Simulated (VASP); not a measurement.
## MgO: single point with PBE

MgO:

```
Mg O
1.0
     3.42619    0.00000    0.00000
    -1.71309    2.96716    0.00000
     0.00000    0.00000    4.19160
Mg O
2 2
Direct
  0.66667 0.33333 0.75000
  0.33333 0.66667 0.25000
  0.66667 0.33333 0.25000
  0.33333 0.66667 0.75000
```

This cell differs from its parent crystal: volume 10.653 Å^3 an atom, c/a of the conventional cell 1.2234.

```yaml
Program: VASP 6.6.1
Task: single point
Functional: PBE
Potentials_or_basis: VASP PAW PBE potentials, release 64 (Mg, O)
Cutoff: 520 eV
k_mesh: 9 × 9 × 6
Occupations: gaussian, width 0.05 eV
Spin: no spin polarisation
Dipole_correction: no
Further_INCAR_settings: ALGO = Normal; EDIFF = 1e-06; NBANDS = 16
```

The pressure is 8.8 GPa and the band gap on the k mesh is 3.58 eV, direct.

Stress tensor (GPa, compression positive):
```
9.85 0.00 0.00
0.00 9.85 0.00
0.00 0.00 6.68
```

Levels at points of the mesh, in eV from the valence-band top:
| k point | band 6 | band 7 | band 8 | band 9 | band 10 | band 11 |
| --- | --- | --- | --- | --- | --- | --- |
| (0.00, 0.00, 0.00) | -0.90 | -0.90 | 0.00 | 3.58 | 9.66 | 12.31 |
| (0.00, 0.00, 0.50) | -1.36 | -1.36 | -1.36 | 6.61 | 6.61 | 13.24 |

Wall time 37 s on 1 thread of Intel Xeon 8259CL (shared host), peak memory 0.18 GiB.
